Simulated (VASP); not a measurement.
# TaSi2 (P3_1) in VASP: further runs, part 2 of 2

VASP 6.6.1.

## (3) Single point, PBEsol (atoms displaced along a vibrational mode)

INCAR

```
SYSTEM = TaSi2
PREC     = Accurate       ! precision mode
ENCUT    = 520            ! plane-wave cutoff, eV
EDIFF    = 1E-6           ! SCF threshold, eV
ISMEAR   = 0              ! smearing method
SIGMA    = 0.15           ! smearing width, eV
LREAL    = .FALSE.        ! projectors in reciprocal space
LASPH    = .TRUE.         ! aspherical terms in the spheres
NELM     = 80             ! most SCF steps
ALGO     = Normal         ! electronic algorithm
ISIF     = 2              ! what is computed and relaxed
LWAVE    = .FALSE.        ! write WAVECAR
LCHARG   = .FALSE.        ! write CHGCAR
GGA      = PS             ! functional
NBANDS   = 38             ! bands
```

KPOINTS

```
regular mesh
0
G
  12 12 6
  0 0 0
```

POSCAR

```
TaSi2
1.0
    4.7609902391      0.0000000000      0.0000000000
   -2.3804951195      4.1231384942      0.0000000000
    0.0000000000      0.0000000000      6.5561430408
Ta Si
3 6
Direct
    0.4958840340      0.0000000000      0.0003943882
    0.5041159660      0.5041159660      0.6670610548
    0.0000000000      0.4958840340      0.3337277215
    0.1592827538      0.3185655077      0.0258922648
    0.8449527514      0.1635182591      0.6382334119
    0.6814344923      0.8407172462      0.3592255982
    0.8364817409      0.6814344923     -0.0284332548
    0.1592827538      0.8407172462      0.6925589315
    0.3185655077      0.1550472486      0.3049000786
```

Potentials or basis: VASP PAW PBE potentials, release 64 (Ta_pv, Si).

On the command line:

```sh
cat potpaw_PBE.64/Ta_pv/POTCAR potpaw_PBE.64/Si/POTCAR > POTCAR
mpirun -np 1 vasp_std > vasp.out
```

OUTCAR:

```text
SYSTEM = TaSi2
   PREC = Accurate
   ENCUT = 520
   EDIFF = 1E-6
   ISMEAR = 0
   LREAL = .FALSE.
   LASPH = .TRUE.
   NELM = 80
   ISIF = 2
   GGA = PS

 ion  position               nearest neighbor table
   1  0.496  0.000  0.000-   9 2.42   8 2.45   4 2.71   7 2.72   7 2.73   4 2.74   6 2.75   5 2.78
                             4 2.81   7 2.82   3 3.23   3 3.23   2 3.23   2 3.23
   2  0.504  0.504  0.667-   7 2.42   6 2.45   8 2.71   5 2.72   5 2.73   8 2.74   4 2.75   9 2.78
                             8 2.81   5 2.82   3 3.23   3 3.23   1 3.23   1 3.23
   3  0.000  0.496  0.334-   5 2.42   4 2.45   6 2.71   9 2.72   9 2.73   6 2.74   8 2.75   7 2.78
                             6 2.81   9 2.82   1 3.23   2 3.23   1 3.23   2 3.23
   4  0.159  0.319  0.026-   9 2.26   3 2.45   7 2.65   1 2.71   1 2.74   2 2.75   1 2.81   7 2.82
                             7 2.85   5 2.85
   5  0.845  0.164  0.638-   6 2.26   3 2.42   8 2.65   2 2.72   2 2.73   1 2.78   2 2.82   8 2.82
                             8 2.85   4 2.85
   6  0.681  0.841  0.359-   5 2.26   2 2.45   9 2.65   3 2.71   3 2.74   1 2.75   3 2.81   9 2.82
                             9 2.85   7 2.85
   7  0.836  0.681  0.972-   8 2.26   2 2.42   4 2.65   1 2.72   1 2.73   3 2.78   1 2.82   4 2.82
                             4 2.85   6 2.85
   8  0.159  0.841  0.693-   7 2.26   1 2.45   5 2.65   2 2.71   2 2.74   3 2.75   2 2.81   5 2.82
                             5 2.85   9 2.85
   9  0.319  0.155  0.305-   4 2.26   1 2.42   6 2.65   3 2.72   3 2.73   2 2.78   3 2.82   6 2.82
                             6 2.85   8 2.85

  LATTYP: Found a hexagonal cell.
 ALAT       =     4.7609902391
 C/A-ratio  =     1.3770545016

  Lattice vectors:

 A1 = (   4.7609902391,   0.0000000000,   0.0000000000)
 A2 = (  -2.3804951195,   4.1231384942,   0.0000000000)
 A3 = (   0.0000000000,   0.0000000000,   6.5561430408)

Analysis of symmetry for initial positions (statically):
=====================================================================
 Subroutine PRICEL returns:
 Original cell was already a primitive cell.

 Routine SETGRP: Setting up the symmetry group for a
 hexagonal supercell.

 Subroutine GETGRP returns: Found  3 space group operations
 (whereof  1 operations were pure point group operations)
 out of a pool of 24 trial point group operations.

The static configuration has the point symmetry C_1 .
 The point group associated with its full space group is C_3 .

Analysis of symmetry for dynamics (positions and initial velocities):
=====================================================================
 Subroutine PRICEL returns:
 Original cell was already a primitive cell.

 Routine SETGRP: Setting up the symmetry group for a
 hexagonal supercell.

 Subroutine GETGRP returns: Found  3 space group operations
 (whereof  1 operations were pure point group operations)
 out of a pool of 24 trial point group operations.

The dynamic configuration has the point symmetry C_1 .
 The point group associated with its full space group is C_3 .

 Subroutine INISYM returns: Found  3 space group operations
 (whereof  1 operations are pure point group operations),
 and found     1 'primitive' translations

----------------------------------------------------------------------------------------

                                     Primitive cell

  volume of cell :     128.6985

[... 85 lines left out ...]
   number of dos      NEDOS =    301   number of ions     NIONS =      9
   total plane-waves  NPLWV =  64800
   dimension x,y,z NGX =    36 NGY =   36 NGZ =   50
   dimension x,y,z NGXF=    72 NGYF=   72 NGZF=  100
   ions per type =               3   6
   NGX,Y,Z   is equivalent  to a cutoff of  12.57, 12.57, 12.68 a.u.
   NGXF,Y,Z  is equivalent  to a cutoff of  25.14, 25.14, 25.36 a.u.
 SYSTEM =  TaSi2
   PREC   = accura    normal or accurate (medium, high low for compatibility)
   ISTART =      0    job   : 0-new  1-cont  2-samecut
   ICHARG =      2    charge: 1-file 2-atom 10-const
   ISPIN  =      1    spin polarized calculation?
   LNONCOLLINEAR =      F non collinear calculations
   LSORBIT =      F    spin-orbit coupling
   LASPH  =      T    aspherical Exc in radial PAW
   ENCUT  =  520.0 eV  38.22 Ry    6.18 a.u.   8.85  8.85 12.19*2*pi/ulx,y,z
   NELM   =     80;   NELMIN=  2; NELMDL= -5     # of ELM steps
   EDIFF  = 0.1E-05   stopping-criterion for ELM
   LREAL  =      F    real-space projection
   EDIFFG = 0.1E-04   stopping-criterion for IOM
   NSW    =      0    number of steps for IOM
   IBRION =     -1    ionic relax: 0-MD 1-quasi-New 2-CG
   NFREE  =      0    steps in history (QN), initial steepest desc. (CG)
   ISIF   =      2    stress and relaxation
   ISYM   =      2    0-nonsym 1-usesym 2-fastsym
   POTIM  = 0.5000    time-step for ionic-motion
   TEBEG  =    0.0;   TEEND  =   0.0 temperature during run
   PSTRESS=    0.0 pullay stress
   NELECT =      57.0000    total number of electrons
   NUPDOWN=      -1.0000    fix difference up-down
   EMIN   =  10.00;   EMAX   =-10.00  energy-range for DOS
   EFERMI =   0.00;   METHOD = LEGACY
   ISMEAR =     0;   SIGMA  =   0.15  broadening in eV -4-tet -1-fermi 0-gaus
   EFERMI_NEDOS =   21; number of points for ismear=-14 and -15
   IALGO  =     38    algorithm
   IMIX   =      4    mixing-type and parameters
     AMIX     =   0.40;   BMIX     =  1.00
     AMIX_MAG =   1.60;   BMIX_MAG =  1.00
  volume/ion in A,a.u.               =      14.30        96.50
  Fermi-wavevector in a.u.,A,eV,Ry     =   1.247887  2.358164 21.187289  1.557222
  Thomas-Fermi vector in A             =   2.381999
   LORBIT       =      0    0 simple, 1 ext, 2 COOP (PROOUT), +10 PAW based schemes
   GGA     = PS    functional components
   LHFCALC =     F    Hartree Fock is set to
   AEXX    =    0.0000 exact exchange contribution
   IVDW    =     0    specifies the selected vdW correction
   LEPSILON=     F    determine dielectric tensor
   LRPA    =     F    only Hartree local field effects (RPA)
 non-spin polarized calculation
 Gauss-broadening in eV      SIGMA  =   0.15
  energy-cutoff  :      520.00
  volume of cell :      128.70
 maximum number of plane-waves:      3501
   NGX = 17   NGY = 17   NGZ = 25

 number of electron      57.0000000 magnetization

 Free energy of the ion-electron system (eV)
  ---------------------------------------------------
  ext. energy  EPLUGINS =         0.00000000
  ---------------------------------------------------
  free energy    TOTEN  =       -75.77720657 eV

  energy without entropy =      -75.74047529  energy(sigma->0) =      -75.75884093

 E-fermi :   9.4271     XC(G=0): -12.1850

 val. band max:        9.4103360572   @ k =   0.4167   0.1667   0.1667
 cond. band min:       9.4312625109   @ k =  -0.2500   0.4167   0.0000
 fundamental gap:      0.0209264537
 Fermi energy:         9.4271414191

 k-point     1 :       0.0000    0.0000    0.0000
  band No.  band energies     occupation
      1     -24.9316      2.00000
      2     -24.9316      2.00000
      3     -24.9023      2.00000
      4     -24.8522      2.00000
      5     -24.8522      2.00000
      6     -24.7569      2.00000
[... 973 lines left out ...]
     37      12.3626      0.00000
     38      13.1984      0.00000

 [... further k-points ...]

------------------------ aborting loop because EDIFF is reached ----------------------------------------

  FORCE on cell =-STRESS in cart. coord.  units (eV):
  Direction    XX          YY          ZZ          XY          YZ          ZX
  --------------------------------------------------------------------------------------
  -------------------------------------------------------------------------------------
  Total        1.8127420      1.8127420     10.9292672     -0.0000000      0.0000000      0.0000000
  in kB       22.5669536     22.5669536    136.0592243     -0.0000003      0.0000000      0.0000000
  external PRESSURE =      60.3977105 kB  Pullay stress =       0.0000000 kB

 VOLUME and BASIS-vectors are now :
 -----------------------------------------------------------------------------
  energy-cutoff  :      520.00
  volume of cell :      128.70
      direct lattice vectors                 reciprocal lattice vectors
     4.760990239  0.000000000  0.000000000     0.210040338  0.121266846  0.000000000
    -2.380495119  4.123138494  0.000000000     0.000000000  0.242533692  0.000000000
     0.000000000  0.000000000  6.556143041     0.000000000  0.000000000  0.152528704

 POSITION                                       TOTAL-FORCE (eV/Angst)
 -----------------------------------------------------------------------------------
      2.36090      0.00000      0.00259         1.899994     -0.064043     -0.289025
      1.20005      2.07854      4.37335        -1.005460     -1.613421     -0.289025
     -1.18045      2.04460      2.18797        -0.894534      1.677465     -0.289025
     -0.00000      1.31349      0.16975        -0.241510      0.245374     -2.935955
      3.63356      0.67421      4.18435        -0.172819      0.022808      3.224980
      1.24298      3.46639      2.35513        -0.091745     -0.331841     -2.935955
      2.36033      2.80965      6.36973         0.066657     -0.161070      3.224980
     -1.24298      3.46639      4.54052         0.333256      0.086467     -2.935955
      1.14760      0.63928      1.99897         0.106162      0.138262      3.224980
 -----------------------------------------------------------------------------------
    total drift:                                0.000001      0.000001      0.000002

  FREE ENERGIE OF THE ION-ELECTRON SYSTEM (eV)
  ---------------------------------------------------
  free  energy   TOTEN  =       -75.7772065695 eV

  energy  without entropy=      -75.7404752934  energy(sigma->0) =      -75.75884093
```

Run time: 4.5 min. Hardware: 1 thread of Intel Xeon 6975P-C (Granite Rapids), shared host; peak memory 0.65 GiB.

Results:

- Free energy: -75.7772 eV
- Pressure: 6.0 GPa
- Largest force: 3.230 eV/Å
- Band gap on the k mesh: zero (an odd number of electrons rules out a gap without spin polarisation)

Forces on the atoms (eV/Å):
```
Ta   1.900 -0.064 -0.289
Ta  -1.005 -1.613 -0.289
Ta  -0.895  1.677 -0.289
Si  -0.242  0.245 -2.936
Si  -0.173  0.023  3.225
Si  -0.092 -0.332 -2.936
Si   0.067 -0.161  3.225
Si   0.333  0.086 -2.936
Si   0.106  0.138  3.225
```

Stress tensor (GPa, compression positive):
```
 2.26  0.00  0.00
 0.00  2.26  0.00
 0.00  0.00 13.61
```

Caveat: the cell differs from its parent crystal (atoms displaced along a vibrational mode); the cell stands under pressure; the PAW data sets were made with another functional, which shifts forces and pressure a little; spin-orbit coupling is left out, which moves the levels of the heavy elements.
